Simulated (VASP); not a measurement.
A run of VASP 6.6.1:

File INCAR:

```
SYSTEM = PbS
PREC = Accurate ; ENCUT = 400
EDIFF = 1E-6 ; ISMEAR = 0
SIGMA = 0.01 ; LREAL = .False.
LASPH = .True. ; NELM = 120
ALGO = Normal ; ISIF = 2
LWAVE = .False. ; LCHARG = .False.
GGA = PS ; NBANDS = 50
GGA_COMPAT = .False.
```

The input KPOINTS:

```
Automatic mesh
0
Gamma
  2 1 1
  0 0 0
```

Contents of POSCAR:

```
PbS
1.0
    4.0896980000      0.0000000000      0.0000000000
   -4.0896980000      7.0835640000      0.0000000000
    0.0000000000      0.0000000000      7.5763340000
Pb S
4 4
Direct
    0.0052383418      0.0012725233     -0.0019896166
   -0.0040092623      0.0004641731      0.5007308284
   -0.0021161969      0.4995836841     -0.0009570592
   -0.0013633579      0.4983889466      0.5034954900
    0.6754578788      0.1681849702      0.2493762815
    0.6647073985      0.1718238164      0.7577272860
    0.6750397652      0.6604210818      0.2409908275
    0.6660093868      0.6681156548      0.7436355103
```

Potentials or basis: VASP PAW PBE potentials, release 64 (Pb_d, S).

The run is started by

```sh
$ cat potpaw_PBE.64/Pb_d/POTCAR potpaw_PBE.64/S/POTCAR > POTCAR
$ mpirun -np 1 vasp_std > vasp.out
```

Hardware: 1 thread of Intel(R) Xeon(R) Platinum 8375C CPU @ 2.90GHz (Ice Lake) (shared host).

Question: How long does it take, and how much memory?

Answer: Run time: 23 s on 1 thread of Intel(R) Xeon(R) Platinum 8375C CPU @ 2.90GHz (Ice Lake), on a shared host, peak memory 0.24 GiB. Counts: scf iterations 14, k points 2.
